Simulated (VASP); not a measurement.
Set up this calculation in VASP 6.6.1, as the native input.

```
Task                   : single point
Functional             : PBEsol
Potentials or basis    : VASP PAW PBE potentials, release 64 (V_sv)
Cutoff                 : 520 eV
k mesh                 : 13 × 13 × 7
Occupations            : fermi-dirac, width 0.1 eV
Spin                   : collinear spin, ferromagnetic start
Starting moments       : [1.5, 1.5] μB
Dipole correction      : no
Further INCAR settings : ALGO = Normal; EDIFF = 1e-06; NBANDS = 24
```

The structure of V lies in POSCAR:

```
V
1.0
    2.6042940000      0.0000000000      0.0000000000
   -1.3021470000      2.2553850000      0.0000000000
    0.0000000000      0.0000000000      4.7233360000
V
2
Direct
    0.6666666667      0.3333333333      0.7500000000
    0.3333333333      0.6666666667      0.2500000000
```

This isn't the form of V at room conditions, which is bcc.

One way to write it, as run:

INCAR

```
ALGO = Normal
EDIFF = 1E-6
ENCUT = 520
GGA = PS
ISIF = 2
ISMEAR = -1
ISPIN = 2
LASPH = T
LCHARG = F
LMAXMIX = 4
LORBIT = 11
LREAL = F
LWAVE = F
MAGMOM = 1.5 1.5
NBANDS = 24
NELM = 150
PREC = Accurate
SIGMA = 0.1
```

KPOINTS

```
k-points
0
Gamma
  13 13 7
```

Potentials or basis: VASP PAW PBE potentials, release 64 (V_sv).

Launch:

```console
$ cat potpaw_PBE.64/V_sv/POTCAR > POTCAR
$ mpirun -np 1 vasp_std > vasp.out
```

It gave:

```yaml
Pressure: -6.6 GPa
Band_gap_on_the_k_mesh: zero (filled and empty bands overlap)
Net_moment: 0.00 μB per cell
Valence_electrons_inside_the_program's_atomic_spheres: V 11.63
```

Caveat: the cell stands under tension; the PAW data sets were made with another functional, which shifts forces and pressure a little.

Wall time 2.7 min on 1 thread of Intel Xeon 8259CL, on a shared host, peak memory 0.2 GiB.
